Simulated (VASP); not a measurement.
Os, 4 atoms in the cell. It takes space group Cmce (No. 64, orthorhombic). The conventional cell has a = 5.106 Å, b = 3.374 Å, c = 6.882 Å, α = 90.00°, β = 90.00°, γ = 90.00°. Os (site symmetry m) has 3 Os at 1.90 to 2.49 Å within 2.5 Å. 

| Item | Value |
| --- | --- |
| Program | VASP 6.6.1 |
| Task | single point |
| Functional | PBEsol |
| Potentials or basis | VASP PAW PBE potentials, release 64 (Os) |
| Cutoff | 520 eV |
| k mesh | 6 × 6 × 4 |
| Occupations | gaussian, width 0.1 eV |
| Spin | no spin polarisation |
| Dipole correction | no |
| Further INCAR settings | ALGO = Normal; EDIFF = 1e-06; NBANDS = 24 |

Potentials or basis: VASP PAW PBE potentials, release 64 (Os).

Run with:

```bash
$ cat potpaw_PBE.64/Os/POTCAR > POTCAR
$ mpirun -np 1 vasp_std > vasp.out
```

Hardware: 1 thread of Intel(R) Xeon(R) 6975P-C (Granite Rapids), on a shared host.

Estimate the wall time of this run.

Run time: 21 s on 1 thread of Intel(R) Xeon(R) 6975P-C (Granite Rapids) (shared host), peak memory 0.2 GiB. Counts: scf iterations 12, k points 39.
